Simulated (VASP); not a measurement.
# Mg3Cd2Te5 (I-4m2) in VASP: notebook

Runs on Mg3Cd2Te5. Level: PBE. Tasks: single point.

All numbers are computed with VASP 6.6.1; they aren't measurements. Logs are shortened: lines on timing, memory, paths and dates and some standing lists are left out, and cuts for length are marked.

### Step 1. The cell of the first run

Symmetry: I-4m2, No. 119, tetragonal system. Conventional cell: a = 4.639 Å, b = 4.639 Å, c = 32.694 Å, α = 90.00°, β = 90.00°, γ = 90.00°. Within 3.7 Å of Mg (site symmetry 2mm) lie 4 Te at 2.82 Å. Mg (site symmetry -4m2) has 4 Te at 2.82 Å within 3.7 Å. Cd (site symmetry 2mm) has 4 Te at 2.86 Å within 3.8 Å. Within 3.7 Å of Te (site symmetry 2mm) lie 4 Mg at 2.82 Å. Within 3.7 Å of Te (site symmetry 2mm) lie 2 Mg at 2.82 Å and 2 Cd at 2.86 Å. Te (site symmetry -4m2) has 4 Cd at 2.86 Å within 3.8 Å.

### Step 2. Single point, PBE

Contents of INCAR:

```
ALGO     = Normal         # electronic algorithm
EDIFF    = 1E-7           # SCF threshold, eV
ENCUT    = 520            # plane-wave cutoff, eV
GGA      = PE             # functional
ISIF     = 2              # what is computed and relaxed
ISMEAR   = 0              # smearing method
LASPH    = T              # aspherical terms in the spheres
LCHARG   = F              # write CHGCAR
LREAL    = F              # projectors in reciprocal space
LWAVE    = F              # write WAVECAR
NBANDS   = 41             # bands
NELM     = 80             # most SCF steps
PREC     = Accurate       # precision mode
SIGMA    = 0.1            # smearing width, eV
```

Contents of KPOINTS:

```
k-points
0
Gamma
  4 4 4
```

Contents of POSCAR:

```
Mg3Cd2Te5
1.0
    0.0000000000     -4.6387256717      0.0000000000
    4.6387256717      0.0000000000      0.0000000000
   -2.3193628358      2.3193628358     16.3471432173
Mg Cd Te
3 2 5
Direct
    0.0985492642      0.0985492642      0.1970985284
    0.5000000000      0.5000000000      0.0000000000
    0.9014507358      0.9014507358      0.8029014716
    0.6988771894      0.6988771894      0.3977543787
    0.3011228106      0.3011228106      0.6022456213
    0.0492789476      0.5492789476      0.0985578952
    0.4507210524      0.9507210524      0.9014421048
    0.8524648166      0.3524648166      0.7049296333
    0.2500000000      0.7500000000      0.5000000000
    0.6475351834      0.1475351834      0.2950703667
```

Potentials or basis: VASP PAW PBE potentials, release 64 (Mg, Cd, Te).

Started as:

```console
$ cat potpaw_PBE.64/Mg/POTCAR potpaw_PBE.64/Cd/POTCAR potpaw_PBE.64/Te/POTCAR > POTCAR
$ mpirun -np 1 vasp_std > vasp.out
```

OUTCAR:

```text
EDIFF = 1E-7
   ENCUT = 520
   GGA = PE
   ISIF = 2
   ISMEAR = 0
   LASPH = T
   LREAL = F
   NELM = 80
   PREC = Accurate

 ion  position               nearest neighbor table
   1  0.099  0.099  0.197-  10 2.82  10 2.82   6 2.82   6 2.82
   2  0.500  0.500  0.000-   6 2.82   7 2.82   6 2.82   7 2.82
   3  0.901  0.901  0.803-   8 2.82   8 2.82   7 2.82   7 2.82
   4  0.699  0.699  0.398-   9 2.86   9 2.86  10 2.86  10 2.86
   5  0.301  0.301  0.602-   9 2.86   9 2.86   8 2.86   8 2.86
   6  0.049  0.549  0.099-   1 2.82   1 2.82   2 2.82   2 2.82
   7  0.451  0.951  0.901-   3 2.82   3 2.82   2 2.82   2 2.82
   8  0.852  0.352  0.705-   3 2.82   3 2.82   5 2.86   5 2.86
   9  0.250  0.750  0.500-   5 2.86   4 2.86   5 2.86   4 2.86
  10  0.648  0.148  0.295-   1 2.82   1 2.82   4 2.86   4 2.86

  LATTYP: Found a body centered tetragonal cell.
 ALAT       =     4.6387256717
 C/A-ratio  =     7.0481181144

  Lattice vectors:

 A1 = (  -2.3193628359,  -2.3193628358, -16.3471432173)
 A2 = (   2.3193628358,   2.3193628359, -16.3471432173)
 A3 = (   2.3193628359,  -2.3193628359,  16.3471432173)

Analysis of symmetry for initial positions (statically):
=====================================================================
 Subroutine PRICEL returns:
 Original cell was already a primitive cell.

 Routine SETGRP: Setting up the symmetry group for a
 body centered tetragonal supercell.

 Subroutine GETGRP returns: Found  8 space group operations
 (whereof  8 operations were pure point group operations)
 out of a pool of 16 trial point group operations.

The static configuration has the point symmetry D_2d.

Analysis of symmetry for dynamics (positions and initial velocities):
=====================================================================
 Subroutine PRICEL returns:
 Original cell was already a primitive cell.

 Routine SETGRP: Setting up the symmetry group for a
 body centered tetragonal supercell.

 Subroutine GETGRP returns: Found  8 space group operations
 (whereof  8 operations were pure point group operations)
 out of a pool of 16 trial point group operations.

The dynamic configuration has the point symmetry D_2d.

 Subroutine INISYM returns: Found  8 space group operations
 (whereof  8 operations are pure point group operations),
 and found     1 'primitive' translations

[... 103 lines left out ...]
   NFREE  =      0    steps in history (QN), initial steepest desc. (CG)
   ISIF   =      2    stress and relaxation
   ISYM   =      2    0-nonsym 1-usesym 2-fastsym
   POTIM  = 0.5000    time-step for ionic-motion
   TEBEG  =    0.0;   TEEND  =   0.0 temperature during run
   PSTRESS=    0.0 pullay stress
   NELECT =      60.0000    total number of electrons
   NUPDOWN=      -1.0000    fix difference up-down
   EMIN   =  10.00;   EMAX   =-10.00  energy-range for DOS
   EFERMI =   0.00;   METHOD = LEGACY
   ISMEAR =     0;   SIGMA  =   0.10  broadening in eV -4-tet -1-fermi 0-gaus
   EFERMI_NEDOS =   21; number of points for ismear=-14 and -15
   IALGO  =     38    algorithm
   IMIX   =      4    mixing-type and parameters
     AMIX     =   0.40;   BMIX     =  1.00
     AMIX_MAG =   1.60;   BMIX_MAG =  1.00
  volume/ion in A,a.u.               =      35.18       237.38
  Fermi-wavevector in a.u.,A,eV,Ry     =   0.907916  1.715712 11.215430  0.824311
  Thomas-Fermi vector in A             =   2.031780
   LORBIT       =      0    0 simple, 1 ext, 2 COOP (PROOUT), +10 PAW based schemes
   GGA     = PE    functional components
   LHFCALC =     F    Hartree Fock is set to
   AEXX    =    0.0000 exact exchange contribution
   IVDW    =     0    specifies the selected vdW correction
   LEPSILON=     F    determine dielectric tensor
   LRPA    =     F    only Hartree local field effects (RPA)
 non-spin polarized calculation
 Gauss-broadening in eV      SIGMA  =   0.10
  energy-cutoff  :      520.00
  volume of cell :      351.75
 maximum number of plane-waves:      9521
 NGX is ok and might be reduce to    36
   NGX = 17   NGY = 17   NGZ = 61

 number of electron      59.9999999 magnetization

 Free energy of the ion-electron system (eV)
  ---------------------------------------------------
  ext. energy  EPLUGINS =         0.00000000
  ---------------------------------------------------
  free energy    TOTEN  =       -28.75948824 eV

  energy without entropy =      -28.75948824  energy(sigma->0) =      -28.75948824

 E-fermi :   2.3127     XC(G=0):  -7.9865

 val. band max:        1.8404995440   @ k =   0.0000   0.0000   0.0000
 cond. band min:       3.2830150975   @ k =   0.0000   0.0000   0.0000
 fundamental gap:      1.4425155535
 Fermi energy:         2.3127143382

 k-point     1 :       0.0000    0.0000    0.0000
  band No.  band energies     occupation
      1      -8.6764      2.00000
      2      -8.4619      2.00000
      3      -8.4493      2.00000
      4      -8.1677      2.00000
      5      -7.9303      2.00000
      6      -5.9984      2.00000
[... 561 lines left out ...]
     40       6.5010      0.00000
     41       7.0773      0.00000

------------------------ aborting loop because EDIFF is reached ----------------------------------------

  FORCE on cell =-STRESS in cart. coord.  units (eV):
  Direction    XX          YY          ZZ          XY          YZ          ZX
  --------------------------------------------------------------------------------------
  -------------------------------------------------------------------------------------
  Total        0.2876433      0.2876433     -0.0810083      0.0000000      0.0000000     -0.0000000
  in kB        1.3101638      1.3101638     -0.3689783      0.0000000      0.0000000     -0.0000000
  external PRESSURE =       0.7504498 kB  Pullay stress =       0.0000000 kB

 VOLUME and BASIS-vectors are now :
 -----------------------------------------------------------------------------
  energy-cutoff  :      520.00
  volume of cell :      351.75
      direct lattice vectors                 reciprocal lattice vectors
     0.000000000 -4.638725672  0.000000000     0.000000000 -0.215576447  0.030586384
     4.638725672  0.000000000  0.000000000     0.215576447  0.000000000  0.030586384
    -2.319362836  2.319362836 16.347143217     0.000000000  0.000000000  0.061172768

 POSITION                                       TOTAL-FORCE (eV/Angst)
 -----------------------------------------------------------------------------------
      0.00000     -0.00000      3.22200         0.000000     -0.000000      0.004334
      2.31936     -2.31936      0.00000        -0.000000     -0.000000     -0.000000
      2.31936     -2.31936     13.12515        -0.000000      0.000000     -0.004334
      2.31936     -2.31936      6.50215         0.000000     -0.000000      0.002257
     -0.00000      0.00000      9.84500        -0.000000      0.000000     -0.002257
      2.31936     -0.00000      1.61114        -0.000000      0.000000     -0.000125
      2.31936     -0.00000     14.73600         0.000000     -0.000000      0.000125
     -0.00000     -2.31936     11.52359         0.000000     -0.000000      0.029668
      2.31936     -0.00000      8.17357        -0.000000     -0.000000     -0.000000
      0.00000     -2.31936      4.82356        -0.000000      0.000000     -0.029668
 -----------------------------------------------------------------------------------
    total drift:                               -0.000000     -0.000000      0.000000

  FREE ENERGIE OF THE ION-ELECTRON SYSTEM (eV)
  ---------------------------------------------------
  free  energy   TOTEN  =       -28.7594882369 eV

  energy  without entropy=      -28.7594882369  energy(sigma->0) =      -28.75948824
```

OSZICAR:

```text
N       E                     dE             d eps       ncg     rms          rms(c)
DAV:   1     0.314467479089E+03    0.31447E+03   -0.23145E+04  1066   0.119E+03
DAV:   2    -0.736623533191E+01   -0.32183E+03   -0.31049E+03  1275   0.237E+02
DAV:   3    -0.294647262839E+02   -0.22098E+02   -0.21993E+02  1297   0.621E+01
DAV:   4    -0.298735356910E+02   -0.40881E+00   -0.40849E+00  1338   0.832E+00
DAV:   5    -0.298796361240E+02   -0.61004E-02   -0.61002E-02  1307   0.111E+00    0.837E+00
DAV:   6    -0.288443112513E+02    0.10353E+01   -0.19395E+00  1219   0.807E+00    0.660E+00
DAV:   7    -0.287459603361E+02    0.98351E-01   -0.10396E+00  1266   0.349E+00    0.260E+00
DAV:   8    -0.287579375504E+02   -0.11977E-01   -0.66298E-02  1177   0.168E+00    0.117E+00
DAV:   9    -0.287591998750E+02   -0.12623E-02   -0.10678E-02  1218   0.573E-01    0.271E-01
DAV:  10    -0.287591959452E+02    0.39298E-05   -0.39662E-03  1216   0.362E-01    0.107E-01
DAV:  11    -0.287592795014E+02   -0.83556E-04   -0.45437E-04  1220   0.103E-01    0.531E-02
DAV:  12    -0.287594375972E+02   -0.15810E-03   -0.14772E-04  1169   0.441E-02    0.330E-02
DAV:  13    -0.287594818144E+02   -0.44217E-04   -0.66432E-05  1194   0.331E-02    0.125E-02
DAV:  14    -0.287594874317E+02   -0.56173E-05   -0.10862E-05  1235   0.140E-02    0.119E-02
DAV:  15    -0.287594880591E+02   -0.62737E-06   -0.37508E-06  1184   0.679E-03    0.299E-03
DAV:  16    -0.287594881817E+02   -0.12265E-06   -0.11724E-07   975   0.145E-03    0.143E-03
DAV:  17    -0.287594882369E+02   -0.55183E-07   -0.13683E-07   983   0.115E-03
   1 F= -.28759488E+02 E0= -.28759488E+02  d E =-.418711E-12
```

Run time: 2.4 min. Hardware: 1 thread of Intel Xeon 6975P-C (Granite Rapids), shared host; peak memory 0.49 GiB.

What came out:

* Free energy: -28.7595 eV
* Pressure: 0.1 GPa
* Largest force: 0.030 eV/Å
* Band gap on the k mesh: 1.44 eV

Forces on the atoms (eV/Å):
```
Mg   0.000  0.000  0.004
Mg   0.000  0.000  0.000
Mg   0.000  0.000 -0.004
Cd   0.000  0.000  0.002
Cd   0.000  0.000 -0.002
Te   0.000  0.000  0.000
Te   0.000  0.000  0.000
Te   0.000  0.000  0.030
Te   0.000  0.000  0.000
Te   0.000  0.000 -0.030
```

Stress tensor (GPa, compression positive):
```
 0.13  0.00  0.00
 0.00  0.13  0.00
 0.00  0.00 -0.04
```

Caveat: spin-orbit coupling is left out, which moves the levels of the heavy elements. A k mesh can miss the band edges.

(Part 1 of 2 ends here.)
